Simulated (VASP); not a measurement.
InP:

```xyz
2
Lattice="0.0000 2.9800 2.9800 2.9800 0.0000 2.9800 2.9800 2.9800 0.0000" Properties=species:S:1:pos:R:3 pbc="T T T"
In    0.0000    0.0000    0.0000
P     1.4900    1.4900    1.4900
```

```yaml
Program: VASP 6.6.1
Task: relaxation of cell and atoms
Functional: LDA
Potentials_or_basis: VASP PAW LDA potentials, release 64 (In_d, P)
Cutoff: 600 eV
k_mesh: 10 × 10 × 10
Occupations: gaussian, width 0.02 eV
Spin: no spin polarisation
```

At the start: pressure -4.1 GPa; volume 26.46 Å³/atom.

Q: Where does the relaxation end?

A: Over 6 steps the energy falls by 23.2 meV/atom and the volume is 24.75 Å³/atom (-6.5 %); space group F-43m (No. 216, to 0.05 Å).

Step by step:
```tsv
step	energy change (eV)	largest force (eV/Å)	pressure (GPa)	volume (Å³)
1	0.0000	0.0000	-4.09	52.93
2	-0.0342	0.0000	2.53	47.92
3	-0.0463	0.0000	-0.04	49.52
4	-0.0463	0.0000	0.10	49.45
5	-0.0463	0.0000	-0.07	49.56
6	-0.0463	0.0000	0.02	49.50
```

Final structure:
```xyz
2
Lattice="0.0000 2.9143 2.9143 2.9143 0.0000 2.9143 2.9143 2.9143 0.0000" Properties=species:S:1:pos:R:3 pbc="T T T"
In    2.9143    2.9143    0.0000
P     1.4571    1.4571    1.4571
```
